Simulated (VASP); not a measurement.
A run of VASP 6.6.1:

File INCAR:

```
SYSTEM = SiGe2
PREC = Accurate ; ENCUT = 600
EDIFF = 1E-6 ; ISMEAR = 0
SIGMA = 0.1 ; LREAL = .False.
LASPH = .True. ; NELM = 80
ALGO = Normal ; ISIF = 3
LWAVE = .False. ; LCHARG = .False.
GGA = PE ; IBRION = 2
NSW = 100 ; EDIFFG = -0.01
```

File KPOINTS:

```
regular mesh
0
Gamma
  12 12 4
  0 0 0
```

POSCAR

```
SiGe2
1.0
    2.9895010317      0.0000000000      0.0000000000
   -1.4947505159      2.5889838381      0.0000000000
    0.0000000000      0.0000000000     13.9469499238
Si Ge
2 4
Direct
    0.6666666667      0.3333333333      0.3375323113
    0.6666666667      0.3333333333      0.6624676887
    0.3333333333      0.6666666667      0.8210094864
    0.3333333333      0.6666666667      0.1789905136
    0.3333333333      0.6666666667      0.5000000000
    0.6666666667      0.3333333333      0.0000000000
```

Potentials or basis: VASP PAW PBE potentials, release 64 (Si, Ge_d).

The run is started by

```console
$ cat potpaw_PBE.64/Si/POTCAR potpaw_PBE.64/Ge_d/POTCAR > POTCAR
$ mpirun -np 1 vasp_std > vasp.out
```

Hardware: 1 thread of Intel(R) Xeon(R) 6975P-C (Granite Rapids), on a shared host.

Estimate the wall time of this run.

Wall time 25 min on 1 thread of Intel(R) Xeon(R) 6975P-C (Granite Rapids), on a shared host, peak memory 0.39 GiB. Counts: scf iterations 155, k points 57, ion steps 25.
